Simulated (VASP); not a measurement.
# B2W (P6/mmm) in VASP: electric field gradients with LDA

Aim: the electric field gradients of B2W with LDA.

All numbers are computed with VASP 6.6.1; they aren't measurements. Logs are shortened: lines on timing, memory, paths and dates and some standing lists are left out, and cuts for length are marked.

## 1. The cell of the first run

Symmetry: P6/mmm, No. 191, hexagonal system. The conventional cell has a = 3.030 Å, b = 3.030 Å, c = 3.060 Å, α = 90.00°, β = 90.00°, γ = 120.00°. Within 2.4 Å of B (site symmetry -6m2) lie 3 B at 1.75 Å and 6 W at 2.32 Å. Within 3.1 Å of W (site symmetry 6/mmm) lie 12 B at 2.32 Å and 8 W at 3.03 to 3.06 Å.

## 2. Electric field gradients, LDA (8.11 Å³/atom)

Input file INCAR:

```
SYSTEM = B2W
PREC     = Accurate       ! precision mode
ENCUT    = 1000           ! plane-wave cutoff, eV
EDIFF    = 1E-8           ! SCF threshold, eV
ISMEAR   = -1             ! smearing method
SIGMA    = 0.05           ! smearing width, eV
LREAL    = .FALSE.        ! projectors in reciprocal space
LASPH    = .TRUE.         ! aspherical terms in the spheres
NELM     = 120            ! most SCF steps
ALGO     = Normal         ! electronic algorithm
ISIF     = 2              ! what is computed and relaxed
LWAVE    = .FALSE.        ! write WAVECAR
LCHARG   = .FALSE.        ! write CHGCAR
LEFG     = .TRUE.       
NBANDS   = 17             ! bands
GGA_COMPAT= .FALSE.
```

Input file KPOINTS:

```
Automatic mesh
0
G
  14 14 12
  0 0 0
```

Input file POSCAR:

```
B2W
1.0
    3.0300347215      0.0000000000      0.0000000000
   -1.5150173608      2.6240870432      0.0000000000
    0.0000000000      0.0000000000      3.0601329648
B W
2 1
Direct
    0.3333333333      0.6666666667      0.5000000000
    0.6666666667      0.3333333333      0.5000000000
    0.0000000000      0.0000000000      0.0000000000
```

Potentials or basis: VASP PAW LDA potentials, release 64 (B_h, W_sv).

The run is started by

```
> cat potpaw_LDA.64/B_h/POTCAR potpaw_LDA.64/W_sv/POTCAR > POTCAR
> mpirun -np 1 vasp_std > vasp.out
```

OUTCAR:

```text
SYSTEM = B2W
   PREC = Accurate
   ENCUT = 1000
   EDIFF = 1E-8
   ISMEAR = -1
   LREAL = .FALSE.
   LASPH = .TRUE.
   NELM = 120
   ISIF = 2

 ion  position               nearest neighbor table
   1  0.333  0.667  0.500-   3 2.32   3 2.32   3 2.32   3 2.32   3 2.32   3 2.32
   2  0.667  0.333  0.500-   3 2.32   3 2.32   3 2.32   3 2.32   3 2.32   3 2.32
   3  0.000  0.000  0.000-   1 2.32   2 2.32   1 2.32   2 2.32   2 2.32   2 2.32   1 2.32   1 2.32
                             2 2.32   2 2.32   1 2.32   1 2.32

  LATTYP: Found a hexagonal cell.
 ALAT       =     3.0300347215
 C/A-ratio  =     1.0099332998

  Lattice vectors:

 A1 = (   3.0300347215,   0.0000000000,   0.0000000000)
 A2 = (  -1.5150173608,   2.6240870432,   0.0000000000)
 A3 = (   0.0000000000,   0.0000000000,   3.0601329648)

Analysis of symmetry for initial positions (statically):
=====================================================================
 Subroutine PRICEL returns:
 Original cell was already a primitive cell.

 Routine SETGRP: Setting up the symmetry group for a
 hexagonal supercell.

 Subroutine GETGRP returns: Found 24 space group operations
 (whereof 24 operations were pure point group operations)
 out of a pool of 24 trial point group operations.

The static configuration has the point symmetry D_6h.

Analysis of symmetry for dynamics (positions and initial velocities):
=====================================================================
 Subroutine PRICEL returns:
 Original cell was already a primitive cell.

 Routine SETGRP: Setting up the symmetry group for a
 hexagonal supercell.

 Subroutine GETGRP returns: Found 24 space group operations
 (whereof 24 operations were pure point group operations)
 out of a pool of 24 trial point group operations.

The dynamic configuration has the point symmetry D_6h.

 Subroutine INISYM returns: Found 24 space group operations
 (whereof 24 operations are pure point group operations),
 and found     1 'primitive' translations

----------------------------------------------------------------------------------------

                                     Primitive cell

  volume of cell :      24.3313

  direct lattice vectors                    reciprocal lattice vectors
     3.030034721  0.000000000  0.000000000     0.330029221  0.190542460  0.000000000
    -1.515017361  2.624087043  0.000000000     0.000000000  0.381084920  0.000000000
     0.000000000  0.000000000  3.060132965     0.000000000  0.000000000  0.326783186

  length of vectors
     3.030034721  3.030034722  3.060132965     0.381084920  0.381084920  0.326783186

  position of ions in fractional coordinates (direct lattice)
     0.333333333  0.666666667  0.500000000
     0.666666667  0.333333333  0.500000000
     0.000000000  0.000000000  0.000000000

  ion indices of the primitive-cell ions
   primitive index   ion index
                 1           1
                 2           2
                 3           3

----------------------------------------------------------------------------------------

 KPOINTS: Automatic mesh

Automatic generation of k-mesh.
 Grid dimensions read from file:
 generate k-points for:   14   14   12

 Generating k-lattice:

  Cartesian coordinates                     Fractional coordinates (reciprocal lattice)
     0.023573516  0.013610176  0.000000000     0.071428571  0.000000000  0.000000000
     0.000000000  0.027220351  0.000000000     0.000000000  0.071428571  0.000000000
     0.000000000  0.000000000  0.027231932     0.000000000  0.000000000  0.083333333

  Length of vectors
     0.027220351  0.027220351  0.027231932

  Shift w.r.t. Gamma in fractional coordinates (k-lattice)
     0.000000000  0.000000000  0.000000000

 Subroutine IBZKPT returns following result:
 ===========================================

 Found    168 irreducible k-points:

 Following reciprocal coordinates:
            Coordinates               Weight
  0.000000  0.000000  0.000000      1.000000
  0.071429  0.000000  0.000000      6.000000
  0.142857  0.000000  0.000000      6.000000
  0.214286  0.000000  0.000000      6.000000
  0.285714  0.000000  0.000000      6.000000
  0.357143  0.000000  0.000000      6.000000
[... 16 lines left out ...]
  0.285714  0.285714  0.000000      6.000000
  0.357143  0.285714  0.000000      6.000000
 [... further k-points ...]
   k-points           NKPTS =    168   k-points in BZ     NKDIM =    168   number of bands    NBANDS=     17
   number of dos      NEDOS =    301   number of ions     NIONS =      3
   total plane-waves  NPLWV =  32768
   dimension x,y,z NGX =    32 NGY =   32 NGZ =   32
   dimension x,y,z NGXF=    64 NGYF=   64 NGZF=   64
   ions per type =               2   1
   NGX,Y,Z   is equivalent  to a cutoff of  17.56, 17.56, 17.38 a.u.
   NGXF,Y,Z  is equivalent  to a cutoff of  35.11, 35.11, 34.77 a.u.
 SYSTEM =  B2W
   PREC   = accura    normal or accurate (medium, high low for compatibility)
   ISTART =      0    job   : 0-new  1-cont  2-samecut
   ICHARG =      2    charge: 1-file 2-atom 10-const
   ISPIN  =      1    spin polarized calculation?
   LNONCOLLINEAR =      F non collinear calculations
   LSORBIT =      F    spin-orbit coupling
   LASPH  =      T    aspherical Exc in radial PAW
   ENCUT  = 1000.0 eV  73.50 Ry    8.57 a.u.   7.81  7.81  7.89*2*pi/ulx,y,z
   NELM   =    120;   NELMIN=  2; NELMDL= -5     # of ELM steps
   EDIFF  = 0.1E-07   stopping-criterion for ELM
   LREAL  =      F    real-space projection
   EDIFFG = 0.1E-06   stopping-criterion for IOM
   NSW    =      0    number of steps for IOM
   IBRION =     -1    ionic relax: 0-MD 1-quasi-New 2-CG
   NFREE  =      0    steps in history (QN), initial steepest desc. (CG)
   ISIF   =      2    stress and relaxation
   ISYM   =      2    0-nonsym 1-usesym 2-fastsym
   POTIM  = 0.5000    time-step for ionic-motion
   TEBEG  =    0.0;   TEEND  =   0.0 temperature during run
   PSTRESS=    0.0 pullay stress
   NELECT =      20.0000    total number of electrons
   NUPDOWN=      -1.0000    fix difference up-down
   EMIN   =  10.00;   EMAX   =-10.00  energy-range for DOS
   EFERMI =   0.00;   METHOD = LEGACY
   ISMEAR =    -1;   SIGMA  =   0.05  broadening in eV -4-tet -1-fermi 0-gaus
   EFERMI_NEDOS =   21; number of points for ismear=-14 and -15
   IALGO  =     38    algorithm
   IMIX   =      4    mixing-type and parameters
     AMIX     =   0.40;   BMIX     =  1.00
     AMIX_MAG =   1.60;   BMIX_MAG =  1.00
  volume/ion in A,a.u.               =       8.11        54.73
  Fermi-wavevector in a.u.,A,eV,Ry     =   1.533544  2.897977 31.997581  2.351756
  Thomas-Fermi vector in A             =   2.640596
   LORBIT       =      0    0 simple, 1 ext, 2 COOP (PROOUT), +10 PAW based schemes
   GGA     = CA    functional components
   LHFCALC =     F    Hartree Fock is set to
   AEXX    =    0.0000 exact exchange contribution
   IVDW    =     0    specifies the selected vdW correction
   LEPSILON=     F    determine dielectric tensor
   LRPA    =     F    only Hartree local field effects (RPA)
 non-spin polarized calculation
  energy-cutoff  :     1000.00
  volume of cell :       24.33
 maximum number of plane-waves:      1764
 NGX is ok and might be reduce to    32
   NGX = 15   NGY = 15   NGZ = 15

 number of electron      19.9999999 magnetization

 Free energy of the ion-electron system (eV)
  ---------------------------------------------------
  ext. energy  EPLUGINS =         0.00000000
  ---------------------------------------------------
  free energy    TOTEN  =       -29.30379080 eV

  energy without entropy =      -29.29241296  energy(sigma->0) =      -29.29810188

 E-fermi :  14.3457     XC(G=0): -14.2327

 val. band max:       14.3428833820   @ k =   0.2143   0.2143   0.0833
 cond. band min:      14.3632559041   @ k =   0.0714   0.0000   0.0833
 fundamental gap:      0.0203725221
 Fermi energy:        14.3457421186

 k-point     1 :       0.0000    0.0000    0.0000
  band No.  band energies     occupation
      1     -60.3708      2.00000
      2     -24.9769      2.00000
      3     -24.7060      2.00000
      4     -24.7060      2.00000
      5      -2.1708      2.00000
      6       8.1241      2.00000
[... 9 lines left out ...]
     16      18.1505      0.00000
     17      21.8733      0.00000
[... 441 lines left out ...]
 k-point    24 :       0.3571    0.2857    0.0000
  band No.  band energies     occupation
      1     -60.3305      2.00000
      2     -25.1647      2.00000
      3     -25.0750      2.00000
      4     -24.8732      2.00000
      5       3.2173      2.00000
      6       3.6250      2.00000
[... 9 lines left out ...]
     16      24.6445      0.00000
     17      25.8600      0.00000

 [... further k-points ...]
[... 5 lines left out ...]
  --------------------------------------------------------------------------------------
  -------------------------------------------------------------------------------------
  Total        2.1901462      2.1901462      4.7217199     -0.0000000      0.0000000     -0.0000000
  in kB      144.2173634    144.2173634    310.9171425     -0.0000000      0.0000000     -0.0000000
  external PRESSURE =     199.7839564 kB  Pullay stress =       0.0000000 kB

 VOLUME and BASIS-vectors are now :
 -----------------------------------------------------------------------------
  energy-cutoff  :     1000.00
  volume of cell :       24.33
      direct lattice vectors                 reciprocal lattice vectors
     3.030034721  0.000000000  0.000000000     0.330029221  0.190542460  0.000000000
    -1.515017361  2.624087043  0.000000000     0.000000000  0.381084920  0.000000000
     0.000000000  0.000000000  3.060132965     0.000000000  0.000000000  0.326783186

 POSITION                                       TOTAL-FORCE (eV/Angst)
 -----------------------------------------------------------------------------------
     -0.00000      1.74939      1.53007        -0.000000      0.000000      0.000000
      1.51502      0.87470      1.53007         0.000000     -0.000000     -0.000000
      0.00000      0.00000      0.00000        -0.000000      0.000000     -0.000000
 -----------------------------------------------------------------------------------
    total drift:                                0.000000     -0.000000      0.000000

  FREE ENERGIE OF THE ION-ELECTRON SYSTEM (eV)
  ---------------------------------------------------
  free  energy   TOTEN  =       -29.3037907987 eV

  energy  without entropy=      -29.2924129564  energy(sigma->0) =      -29.29810188

 Electric field gradients (V/A^2)
---------------------------------------------------------------------
 ion       V_xx      V_yy      V_zz      V_xy      V_xz      V_yz
---------------------------------------------------------------------
   1      -0.896    -0.896     1.792     0.000     0.000    -0.000
   2      -0.896    -0.896     1.792     0.000    -0.000     0.000
   3      -7.799    -7.799    15.599     0.000    -0.000     0.000
---------------------------------------------------------------------

 Electric field gradients after diagonalization (V/A^2)
 (convention: |V_zz| > |V_xx| > |V_yy|)
----------------------------------------------------------------------
 ion       V_xx      V_yy      V_zz     asymmetry (V_yy - V_xx)/ V_zz
----------------------------------------------------------------------
   1      -0.896    -0.896     1.792       0.000
   2      -0.896    -0.896     1.792       0.000
   3      -7.799    -7.799    15.599       0.000
----------------------------------------------------------------------

           NMR quadrupolar parameters

 Cq : quadrupolar parameter    Cq=e*Q*V_zz/h
 eta: asymmetry parameters     (V_yy - V_xx)/ V_zz
 Q  : nuclear electric quadrupole moment in mb (millibarn)
----------------------------------------------------------------------
 ion       Cq(MHz)       eta       Q (mb)
----------------------------------------------------------------------
   1       0.004       0.000       1.000
   2       0.004       0.000       1.000
   3       0.038       0.000       1.000
----------------------------------------------------------------------
```

It took 90 s on 1 thread of AMD EPYC 7R13 (Zen 3), shared host; peak memory 0.26 GiB.

Results:

* Free energy: -29.3038 eV
* Pressure: 20.0 GPa
* Band gap on the k mesh: zero (bands 10 and 11 overlap by 4.69 eV)
* Largest electric field gradient by atom: B +1.8; W +15.6 V/Å²

Levels at points of the mesh, in eV from the Fermi level:
```csv
k point,band 6,band 7,band 8,band 9,band 10,band 11,band 12,band 13,band 14,band 15
"(0.00, 0.00, 0.00)",-6.22,-6.22,-6.12,-3.68,0.34,0.34,3.28,3.28,3.48,3.48
"(0.50, 0.00, 0.00)",-11.09,-6.36,-6.33,-5.46,-0.65,1.38,1.49,2.24,5.79,7.05
"(0.00, 0.00, 0.50)",-11.34,-3.67,-3.67,-2.96,-2.96,-2.68,-2.68,0.74,3.29,7.82
"(0.50, 0.00, 0.50)",-9.21,-8.09,-7.93,-4.99,2.00,2.05,3.29,5.10,5.34,5.97
```

Electric field gradients, principal values (V/Å²):
```tsv
atom	least	middle	greatest (by size)
1 B	-0.896	-0.896	1.792
2 B	-0.896	-0.896	1.792
3 W	-7.799	-7.799	15.599
```

Caveat: the stress differs along the axes, from 14 to 31 GPa; without QUAD_EFG the Cq values of the log hold for a quadrupole moment of 1 mb, not for the nuclei; spin-orbit coupling is left out, which moves the levels of the heavy elements.

The gap in the log of VASP goes by the Fermi energy; the results here count the filled bands.